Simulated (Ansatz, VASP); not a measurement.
# Al: VASP beside Ansatz

INCAR

```
PREC = Accurate
ENCUT = 520
EDIFF = 1E-6
ISMEAR = -1
SIGMA = 0.1
LREAL = F
LASPH = T
NELM = 80
ALGO = Normal
ISIF = 2
LWAVE = F
LCHARG = T
GGA = PE
LELF = T
LVHAR = T
NBANDS = 14
```

File KPOINTS:

```
regular mesh
0
Gamma
  13 13 4
```

File POSCAR:

```
Al
1.0
    2.7392714305      0.0000000000      0.0000000000
   -1.3696357152      2.3722786467      0.0000000000
    0.0000000000      0.0000000000      8.9735112819
Al
4
Direct
    0.0000000000      0.0000000000      0.0000000000
    0.0000000000      0.0000000000      0.5000000000
    0.3333333333      0.6666666667      0.2500000000
    0.6666666667      0.3333333333      0.7500000000
```

Input for Ansatz:

```yaml
crystal:
  lattice:
    - [2.7392714305, 0.0, 0.0]
    - [-1.3696357152, 2.3722786467, 0.0]
    - [0.0, 0.0, 8.9735112819]
  atoms:
    - { symbol: Al, position: [0.0, 0.0, 0.0] }
    - { symbol: Al, position: [0.0, 0.0, 0.5] }
    - { symbol: Al, position: [0.3333333333, 0.6666666667, 0.25] }
    - { symbol: Al, position: [0.6666666667, 0.3333333333, 0.75] }
kpoints:
  mp_grid: { grid: [13, 13, 4] }
scf:
  occupations: { method: fermi_dirac, width: 0.1 }
hamiltonian:
  xc: pbe
  pseudopotentials: { kind: all_electron, lapw: { basis_error: 0.0005 } }
output:
  forces: true
  stress: true
  eigenvalues: true
  populations: true
```

Alike in both runs: task single point; functional PBE; k mesh 13 × 13 × 4; occupations fermi-dirac, width 0.1 eV; no spin polarisation.

```csv
,VASP,Ansatz
version,VASP 6.6.1,Ansatz 0.2.0
potentials or method,"VASP PAW PBE potentials, release 64 (Al), cutoff 520 eV","all-electron LAPW, scalar-relativistic"
```

```csv
,VASP,Ansatz,Ansatz less VASP
pressure (GPa),13.0,13.0,-0.01
```

Ansatz ran all-electron here, and VASP with PAW potentials.
